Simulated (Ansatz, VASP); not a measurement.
One calculation of NaCl, two programs

POSCAR

```
NaCl
1.0
    0.0000000000      2.8867798043      2.8867798043
    2.8867798043      0.0000000000      2.8867798043
    2.8867798043      2.8867798043      0.0000000000
Na Cl
1 1
Direct
    0.0000000000      0.0000000000      0.0000000000
    0.5000000000      0.5000000000      0.5000000000
```

INCAR.step1

```
PREC     = Accurate       # precision mode
ENCUT    = 520            # plane-wave cutoff, eV
ISMEAR   = 0              # smearing method
SIGMA    = 0.01           # smearing width, eV
LREAL    = False          # projectors in reciprocal space
LASPH    = True           # aspherical terms in the spheres
NELM     = 60             # most SCF steps
NBANDS   = 14             # bands
GGA      = PE             # functional
ALGO     = Normal         # electronic algorithm
EDIFF    = 1E-4           # SCF threshold, eV
LWAVE    = True           # write WAVECAR
LCHARG   = False          # write CHGCAR
```

The input INCAR.step2:

```
PREC     = Accurate       # precision mode
ENCUT    = 520            # plane-wave cutoff, eV
EDIFF    = 1E-7           # SCF threshold, eV
ISMEAR   = 0              # smearing method
SIGMA    = 0.01           # smearing width, eV
LREAL    = False          # projectors in reciprocal space
LASPH    = True           # aspherical terms in the spheres
NELM     = 60             # most SCF steps
ALGO     = Normal         # electronic algorithm
ISIF     = 2              # what is computed and relaxed
LWAVE    = False          # write WAVECAR
LCHARG   = True           # write CHGCAR
METAGGA  = R2SCAN         # meta-GGA
LMIXTAU  = True         
LELF     = True           # ELF
LVHAR    = True         
NBANDS   = 14             # bands
ISTART   = 1
```

KPOINTS

```
Automatic mesh
0
Gamma
  8 8 8
```

Input for Ansatz:

```yaml
crystal:
  lattice:
    - [0.0, 2.8867798043, 2.8867798043]
    - [2.8867798043, 0.0, 2.8867798043]
    - [2.8867798043, 2.8867798043, 0.0]
  atoms:
    - { symbol: Na, position: [0.0, 0.0, 0.0] }
    - { symbol: Cl, position: [0.5, 0.5, 0.5] }
kpoints:
  mp_grid: { grid: [8, 8, 8] }
  band_path:
    path:
      - [0.0, 0.0, 0.0]
      - [0.5, 0.0, 0.5]
      - [0.625, 0.25, 0.625]
      - [0.375, 0.375, 0.75]
      - [0.5, 0.5, 0.5]
      - [0.5, 0.25, 0.75]
    npoints: 1
hamiltonian:
  xc: r2scan
scf:
  occupations: { method: fixed }
  n_extra_bands: 4
output:
  forces: true
  stress: true
  eigenvalues: true
```

Change from the starting cell: hydrostatic strain +3.0%.

Alike in both runs: task single point; functional r2SCAN; k mesh 8 × 8 × 8; no spin polarisation.

|  | VASP | Ansatz |
| --- | --- | --- |
| version | VASP 6.6.1 | Ansatz 0.2.0 |
| potentials or method | VASP PAW PBE potentials, release 64 (Na_pv, Cl) | plane waves, PAW |
| plane-wave cutoff (eV) | 520 | 500 |
| occupations | gaussian, width 0.01 eV | fixed |
| valence electrons in the cell | 14 | 16 |

|  | VASP | Ansatz | Ansatz less VASP |
| --- | --- | --- | --- |
| gap on the k mesh at the Fermi level (eV) | 5.65 | 5.62 | -0.023 |
| pressure (GPa) | -2.2 | -2.0 | +0.24 |

VASP's potentials were made for PBE, not for r2SCAN. VASP's potentials hold 14 valence electrons a cell and Ansatz's 16, so a difference there can come from the potentials and not from the codes.
